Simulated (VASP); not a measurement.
Wanted: the native input for a VASP 6.6.1 run.

* Task: single point
* Functional: PBEsol
* Potentials or basis: VASP PAW PBE potentials, release 64 (Cu, O)
* Cutoff: 520 eV
* k mesh: 7 × 7 × 4
* Occupations: gaussian, width 0.05 eV
* Spin: no spin polarisation
* Hubbard terms: Cu d U = 7.0 eV
* Dipole correction: no
* Further INCAR settings: ALGO = Fast; EDIFF = 1e-06; NBANDS = 44

The structure of CuO lies in POSCAR:

```
CuO
1.0
    4.6836992400      0.0000000000      0.0000000000
    4.6836992400      3.4225994400      0.0000000000
   -0.8500298600      0.0000000000      5.0578691900
Cu O
4 4
Direct
    0.0000000000      0.2500000000      0.0000000000
    0.5000000000      0.7500000000      0.5000000000
    0.0000000000      0.7500000000      0.0000000000
    0.5000000000      0.2500000000      0.5000000000
    0.5816000000      0.9184000000      0.2500000000
    0.4184000000      0.0816000000      0.7500000000
    0.5816000000      0.4184000000      0.2500000000
    0.4184000000      0.5816000000      0.7500000000
```

These files were run (other wordings do the same):

INCAR

```
SYSTEM = CuO
PREC = Accurate
ENCUT = 520
EDIFF = 1E-6
ISMEAR = 0
SIGMA = 0.05
LREAL = .False.
LASPH = .True.
NELM = 150
ALGO = Fast
ISIF = 2
LWAVE = .False.
LCHARG = .False.
LMAXMIX = 4
LDAU = .True.
LDAUTYPE = 2
LDAUL = 2 -1
LDAUU = 7 0
LDAUJ = 0 0
LDAUPRINT = 1
GGA = PS
NBANDS = 44
```

KPOINTS

```
Automatic mesh
0
Gamma
  7 7 4
  0 0 0
```

Potentials or basis: VASP PAW PBE potentials, release 64 (Cu, O).

Run with:

```sh
$ cat potpaw_PBE.64/Cu/POTCAR potpaw_PBE.64/O/POTCAR > POTCAR
$ mpirun -np 1 vasp_std > vasp.out
```

It gave:

```
Pressure               : -7.5 GPa
Largest force          : 0.314 eV/Å
Band gap on the k mesh : zero (bands 34 and 35 overlap by 0.77 eV)
```

Caveat: the cell stands under tension; the PAW data sets were made with another functional, which shifts forces and pressure a little; U without spin polarisation on a metal has little footing.

Run time: 8.8 min on 1 thread of Oxide Virtual Turin-like Processor, with other jobs on the host, peak memory 0.31 GiB.
